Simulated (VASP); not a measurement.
# TaN (P-6m2) in VASP: notebook, part 2 of 2

VASP 6.6.1.

### 3 Single point, PBEsol

This run uses another cell than the first one, of 9.23 Å³/atom.

Contents of INCAR:

```
ALGO     = Normal         # electronic algorithm
EDIFF    = 1E-6           # SCF threshold, eV
ENCUT    = 700            # plane-wave cutoff, eV
GGA      = PS             # functional
GGA_COMPAT= False        
ISIF     = 2              # what is computed and relaxed
ISMEAR   = 0              # smearing method
LASPH    = True           # aspherical terms in the spheres
LCHARG   = False          # write CHGCAR
LREAL    = False          # projectors in reciprocal space
LWAVE    = False          # write WAVECAR
NBANDS   = 16             # bands
NELM     = 120            # most SCF steps
PREC     = Accurate       # precision mode
SIGMA    = 0.15           # smearing width, eV
```

Contents of KPOINTS:

```
k-points
0
Gamma
  18 18 16
```

Contents of POSCAR:

```
TaN
1.0
    2.7778000000      0.0000000000      0.0000000000
   -1.3889000000      2.4056453666      0.0000000000
    0.0000000000      0.0000000000      2.7631000000
Ta N
1 1
Direct
    0.3333333333      0.6666666667      0.5000000000
    0.0000000000      0.0000000000      0.0000000000
```

Potentials or basis: VASP PAW PBE potentials, release 64 (Ta_sv_GW, N).

Launch:

```
$ cat potpaw_PBE.64/Ta_sv_GW/POTCAR potpaw_PBE.64/N/POTCAR > POTCAR
$ mpirun -np 1 vasp_std > vasp.out
```

Wall time 48 s (1 thread of Intel Xeon 6975P-C (Granite Rapids), shared host); peak memory 0.28 GiB.

It converged, with:

```
Free energy            : -25.8029 eV
Pressure               : 69.2 GPa
Band gap on the k mesh : zero (bands 9 and 10 overlap by 0.55 eV)
```

Stress tensor (GPa, compression positive):
```
70.14  0.00  0.00
 0.00 70.14  0.00
 0.00  0.00 67.30
```

Levels at points of the mesh, in eV from the Fermi level:
| k point | band 6 | band 7 | band 8 | band 9 | band 10 | band 11 | band 12 | band 13 |
| --- | --- | --- | --- | --- | --- | --- | --- | --- |
| (0.00, 0.00, 0.00) | -5.16 | -5.16 | -5.03 | -3.13 | 3.51 | 4.27 | 4.27 | 4.92 |
| (0.50, 0.00, 0.00) | -9.14 | -6.14 | -4.20 | -3.33 | 3.58 | 5.17 | 6.03 | 6.66 |
| (0.00, 0.00, 0.50) | -10.31 | -4.18 | -4.18 | -0.18 | -0.18 | 2.68 | 3.87 | 3.87 |
| (0.50, 0.00, 0.50) | -8.24 | -6.76 | -6.52 | 0.05 | 5.34 | 6.77 | 7.46 | 8.70 |

Caveat: the cell stands under pressure; the PAW data sets were made with another functional, which shifts forces and pressure a little; spin-orbit coupling is left out, which moves the levels of the heavy elements.

### 4 Single point, PBEsol

This run uses another cell than the first one, of the same volume but with other edges.

Contents of INCAR:

```
SYSTEM = TaN
PREC = Accurate
ENCUT = 700
EDIFF = 1E-6
ISMEAR = 0
SIGMA = 0.15
LREAL = .FALSE.
LASPH = .TRUE.
NELM = 120
ALGO = Normal
ISIF = 2
LWAVE = .FALSE.
LCHARG = .TRUE.
GGA = PS
LELF = .TRUE.
LVHAR = .TRUE.
NBANDS = 16
GGA_COMPAT = .FALSE.
```

Contents of KPOINTS:

```
regular mesh
0
G
  18 18 16
  0 0 0
```

Contents of POSCAR:

```
TaN
1.0
    2.8509000000      0.0000000000      0.0000000000
   -1.4254500000      2.4689518237      0.0000000000
    0.0000000000      0.0000000000      2.9066000000
Ta N
1 1
Direct
    0.3333333333      0.6666666667      0.5000000000
    0.0000000000      0.0000000000      0.0000000000
```

Launch:

```
$ cat potpaw_PBE.64/Ta_sv_GW/POTCAR potpaw_PBE.64/N/POTCAR > POTCAR
$ mpirun -np 1 vasp_std > vasp.out
```

Wall time 1.8 min (1 thread of Intel Xeon Platinum 8488C (Sapphire Rapids), shared host); peak memory 0.32 GiB.

Results (log left out):

| Property | Result |
| --- | --- |
| Free energy | -26.2702 eV |
| Pressure | 14.3 GPa |
| Band gap on the k mesh | zero (bands 9 and 10 overlap by 0.45 eV) |

Stress tensor (GPa, compression positive):
```
22.40  0.00  0.00
 0.00 22.40  0.00
 0.00  0.00 -1.93
```

Levels at points of the mesh, in eV from the Fermi level:
```tsv
k point	band 5	band 6	band 7	band 8	band 9	band 10	band 11	band 12	band 13	band 14
(0.00, 0.00, 0.00)	-18.01	-4.53	-4.42	-4.42	-3.14	2.99	3.66	3.66	4.28	4.28
(0.50, 0.00, 0.00)	-15.40	-8.49	-5.73	-3.71	-2.99	3.09	4.76	5.31	6.05	7.79
(0.00, 0.00, 0.50)	-15.16	-9.66	-3.53	-3.53	-0.11	-0.11	2.04	3.78	3.78	8.84
(0.50, 0.00, 0.50)	-15.91	-7.55	-6.39	-5.65	-0.31	4.57	6.09	6.24	7.70	10.85
```

Caveat: the stress differs along the axes, from -2 to 22 GPa; the PAW data sets were made with another functional, which shifts forces and pressure a little; spin-orbit coupling is left out, which moves the levels of the heavy elements.

### 5 Single point, PBEsol

This run uses another cell than the first one, of 10.36 Å³/atom.

Contents of INCAR:

```
SYSTEM = TaN
PREC = Accurate ; ENCUT = 700
EDIFF = 1E-6 ; ISMEAR = 0
SIGMA = 0.15 ; LREAL = .False.
LASPH = .True. ; NELM = 120
ALGO = Normal ; ISIF = 2
LWAVE = .False. ; LCHARG = .True.
GGA = PS ; LELF = .True.
LVHAR = .True. ; NBANDS = 16
GGA_COMPAT = .False.
```

Contents of KPOINTS:

```
regular mesh
0
Gamma
  18 18 16
  0 0 0
```

Contents of POSCAR:

```
TaN
1.0
    2.8875000000      0.0000000000      0.0000000000
   -1.4437500000      2.5006483534      0.0000000000
    0.0000000000      0.0000000000      2.8707423432
Ta N
1 1
Direct
    0.3333333333      0.6666666667      0.5000000000
    0.0000000000      0.0000000000      0.0000000000
```

Launch:

```
$ cat potpaw_PBE.64/Ta_sv_GW/POTCAR potpaw_PBE.64/N/POTCAR > POTCAR
$ mpirun -np 1 vasp_std > vasp.out
```

Wall time 3.2 min (1 thread of Intel Xeon Platinum 8259CL at 2.50GHz (Skylake/Cascade Lake), shared host); peak memory 0.32 GiB.

The run converged. Its results:

```yaml
Free_energy: -26.3247 eV
Pressure: 9.4 GPa
Band_gap_on_the_k_mesh: zero (bands 9 and 10 overlap by 0.48 eV)
```

Stress tensor (GPa, compression positive):
```
11.80  0.00  0.00
 0.00 11.80  0.00
 0.00  0.00  4.48
```

Levels at points of the mesh, in eV from the Fermi level:
| k point | band 7 | band 8 | band 9 | band 10 | band 11 | band 12 |
| --- | --- | --- | --- | --- | --- | --- |
| (0.00, 0.00, 0.00) | -4.58 | -4.39 | -2.99 | 2.65 | 3.74 | 3.74 |
| (0.50, 0.00, 0.00) | -5.46 | -3.62 | -3.12 | 3.13 | 4.44 | 5.38 |
| (0.00, 0.00, 0.50) | -3.72 | -3.72 | -0.08 | -0.08 | 2.39 | 3.55 |
| (0.50, 0.00, 0.50) | -6.32 | -5.78 | -0.26 | 4.48 | 5.80 | 6.36 |

Caveat: the stress differs along the axes, from 4 to 12 GPa; the PAW data sets were made with another functional, which shifts forces and pressure a little; spin-orbit coupling is left out, which moves the levels of the heavy elements.

### 6 Single point, PBEsol

This run uses another cell than the first one, of 10.49 Å³/atom.

Contents of INCAR:

```
SYSTEM = TaN
PREC     = Accurate       ! precision mode
ENCUT    = 700            ! plane-wave cutoff, eV
EDIFF    = 1E-6           ! SCF threshold, eV
ISMEAR   = 0              ! smearing method
SIGMA    = 0.15           ! smearing width, eV
LREAL    = .False.        ! projectors in reciprocal space
LASPH    = .True.         ! aspherical terms in the spheres
NELM     = 120            ! most SCF steps
ALGO     = Normal         ! electronic algorithm
ISIF     = 2              ! what is computed and relaxed
LWAVE    = .False.        ! write WAVECAR
LCHARG   = .True.         ! write CHGCAR
GGA      = PS             ! functional
LELF     = .True.         ! ELF
LVHAR    = .True.       
NBANDS   = 16             ! bands
GGA_COMPAT= .False.
```

KPOINTS is that of step 5.

Contents of POSCAR:

```
TaN
1.0
    2.9606000000      0.0000000000      0.0000000000
   -1.4803000000      2.5639548105      0.0000000000
    0.0000000000      0.0000000000      2.7631000000
Ta N
1 1
Direct
    0.3333333333      0.6666666667      0.5000000000
    0.0000000000      0.0000000000      0.0000000000
```

Potentials or basis: VASP PAW PBE potentials, release 64 (Ta_sv_GW, N).

Launch:

```
$ cat potpaw_PBE.64/Ta_sv_GW/POTCAR potpaw_PBE.64/N/POTCAR > POTCAR
$ mpirun -np 1 vasp_std > vasp.out
```

Run time: 3.6 min. Hardware: 1 thread of AMD EPYC 7R43 (Zen 3), shared host; peak memory 0.29 GiB.

Results (log left out):

```
Free energy            : -26.2604 eV
Pressure               : 7.1 GPa
Band gap on the k mesh : zero (bands 9 and 10 overlap by 0.30 eV)
```

Stress tensor (GPa, compression positive):
```
-4.72  0.00  0.00
 0.00 -4.72  0.00
 0.00  0.00 30.82
```

Levels at points of the mesh, in eV from the Fermi level:
```csv
k point,band 5,band 6,band 7,band 8,band 9,band 10,band 11,band 12,band 13,band 14
"(0.00, 0.00, 0.00)",-17.97,-5.07,-5.07,-4.26,-2.60,2.01,4.01,4.01,4.29,4.29
"(0.50, 0.00, 0.00)",-15.67,-8.51,-4.84,-3.60,-3.46,3.37,3.70,5.14,5.67,7.96
"(0.00, 0.00, 0.50)",-14.97,-9.50,-4.24,-4.24,-0.04,-0.04,3.01,3.01,3.20,8.17
"(0.50, 0.00, 0.50)",-15.92,-7.53,-6.22,-6.18,-0.10,4.29,5.28,6.64,7.19,10.85
```

Caveat: the stress differs along the axes, from -5 to 31 GPa; the PAW data sets were made with another functional, which shifts forces and pressure a little; spin-orbit coupling is left out, which moves the levels of the heavy elements.

### 7 The runs side by side

```csv
cell,gap on the mesh (eV),pressure (GPa)
"a = 2.814, b = 2.814, c = 2.978 Å, angles 90.0, 90.0, 120.0°, 2 atoms",none,14.5
"a = 2.778, b = 2.778, c = 2.763 Å, angles 90.0, 90.0, 120.0°, 2 atoms",none,69.2
"a = 2.851, b = 2.851, c = 2.907 Å, angles 90.0, 90.0, 120.0°, 2 atoms",none,14.3
"a = 2.888, b = 2.887, c = 2.871 Å, angles 90.0, 90.0, 120.0°, 2 atoms",none,9.4
"a = 2.961, b = 2.961, c = 2.763 Å, angles 90.0, 90.0, 120.0°, 2 atoms",none,7.1
```

Alike in all rows: task single point; level PBEsol; potentials or basis VASP PAW PBE potentials, release 64 (Ta_sv_GW, N); no spin polarisation; k mesh 18 × 18 × 16; cutoff (eV) 700; smearing gaussian 0.15 eV.

Caveats: the PAW data sets were made with another functional, which shifts forces and pressure a little; spin-orbit coupling is left out, which moves the levels of the heavy elements; the stress differs along the axes, from -19 to 31 GPa (at least some runs); the cell stands under pressure (at least some runs); the stress differs along the axes, from -2 to 22 GPa (at least some runs); the stress differs along the axes, from 4 to 12 GPa (at least some runs); the stress differs along the axes, from -5 to 31 GPa (at least some runs).

Absolute energies hang on the potentials; compare differences alone.
